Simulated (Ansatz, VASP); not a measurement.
**Mg2Zn3O5: VASP beside Ansatz**

```xyz
10
Lattice="-0.0005 -3.0456 0.0000 3.0452 0.0005 0.0000 -1.5232 1.5234 10.7303" Properties=species:S:1:pos:R:3 pbc="T T T"
Mg   -0.0004    0.0005    6.4415
Mg    1.5220   -1.5222    4.2888
Zn    1.5218   -1.5220    8.5692
Zn   -0.0003    0.0002    2.1611
Zn    1.5224   -1.5226    0.0000
O     1.5218   -1.5221    6.4098
O    -0.0004    0.0003    4.3205
O     1.5221   -1.5223    2.1738
O     0.0000    0.0000    0.0000
O    -0.0006    0.0006    8.5565
```

Change from the starting cell: cell x1, atoms moved at random (sigma 0.05 Å) and cell strained at random (1.5 %), then relaxed without symmetry.

Alike in both runs: functional PBE; k mesh 4 × 4 × 4; occupations gaussian, width 0.1 eV; no spin polarisation.

Ansatz relaxed the structure, and its values are those at the end. VASP's run is a single point on that final structure, the one shown.

|  | VASP | Ansatz |
| --- | --- | --- |
| version | VASP 6.6.1 | Ansatz 0.2.0 |
| potentials or method | VASP PAW PBE potentials, release 64 (Mg, Zn, O), cutoff 520 eV | scalar-relativistic, plane waves, PAW |
| valence electrons in the cell | 70 | 86 |

|  | VASP | Ansatz | Ansatz less VASP |
| --- | --- | --- | --- |
| gap on the k mesh at the Fermi level (eV) | 1.55 | 1.58 | +0.028 |
| least direct gap on the mesh (eV) | 2.48 | 2.50 | +0.020 |
| pressure (GPa) | 0.3 | 0.0 | -0.32 |
| rms of the force components (eV/Å) | 0.015 | 0.000 | -0.0145 |

VASP's potentials hold 70 valence electrons a cell and Ansatz's 86, so a difference there can come from the potentials and not from the codes.

The k mesh is coarse, so the values compare programs but aren't converged.
